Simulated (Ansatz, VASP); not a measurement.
## AlP: VASP beside Ansatz

```
CELL_PARAMETERS angstrom
0.00000 2.73648 2.73648
2.73648 0.00000 2.73648
2.73648 2.73648 0.00000
ATOMIC_POSITIONS crystal
Al 0.00000 0.00000 0.00000
P 0.75000 0.75000 0.75000
```

Alike in both runs: task single point; functional PBE; dispersion D4; k mesh 4 × 4 × 4; no spin polarisation.

```csv
,VASP,Ansatz
version,VASP 6.6.1,Ansatz 0.2.0
potentials or method,"VASP PAW PBE potentials, release 64 (Al, P), cutoff 500 eV","scalar-relativistic, plane waves, PAW"
occupations,tetrahedron,tetrahedron-uncorrected
valence electrons in the cell,8,8
```

|  | VASP | Ansatz | Ansatz less VASP |
| --- | --- | --- | --- |
| gap on the k mesh at the Fermi level (eV) | 1.57 | 1.57 | +0.002 |
| least direct gap on the mesh (eV) | 3.24 | 3.24 | +0.002 |
| pressure (GPa) | -0.7 | -0.6 | +0.10 |

Ansatz's warnings: band table not solved further, product built on unsolved table.

The k mesh is coarse, so the values compare programs but aren't converged.
